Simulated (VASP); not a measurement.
A run of VASP 6.6.1 is set up as follows.

INCAR

```
ALGO     = Fast           # electronic algorithm
EDIFF    = 1E-7           # SCF threshold, eV
ENCUT    = 520            # plane-wave cutoff, eV
GGA      = PE             # functional
ISIF     = 2              # what is computed and relaxed
ISMEAR   = 0              # smearing method
LASPH    = T              # aspherical terms in the spheres
LCHARG   = T              # write CHGCAR
LELF     = T              # ELF
LREAL    = F              # projectors in reciprocal space
LVHAR    = T            
LWAVE    = F              # write WAVECAR
NBANDS   = 17             # bands
NELM     = 60             # most SCF steps
PREC     = Accurate       # precision mode
SIGMA    = 0.011          # smearing width, eV
```

Contents of KPOINTS:

```
k-points
0
Gamma
  11 11 6
```

File POSCAR:

```
Pd
1.0
    2.7836650458      0.0000000000      0.0000000000
   -1.3918325229      2.4107246453      0.0000000000
    0.0000000000      0.0000000000      4.6288930000
Pd
2
Direct
    0.3333333333      0.6666666667      0.2500000000
    0.6666666667      0.3333333333      0.7500000000
```

Potentials or basis: VASP PAW PBE potentials, release 64 (Pd).

Launch:

```bash
$ cat potpaw_PBE.64/Pd/POTCAR > POTCAR
$ mpirun -np 1 vasp_std > vasp.out
```

Q: What does it give for the band gap on the k mesh?

A: Zero (bands 10 and 11 overlap by 0.79 eV).

Q: Predict the pressure.

A: -1.8 GPa.

Stress tensor (GPa, compression positive):
```
-1.92  0.00  0.00
 0.00 -1.92  0.00
 0.00  0.00 -1.58
```
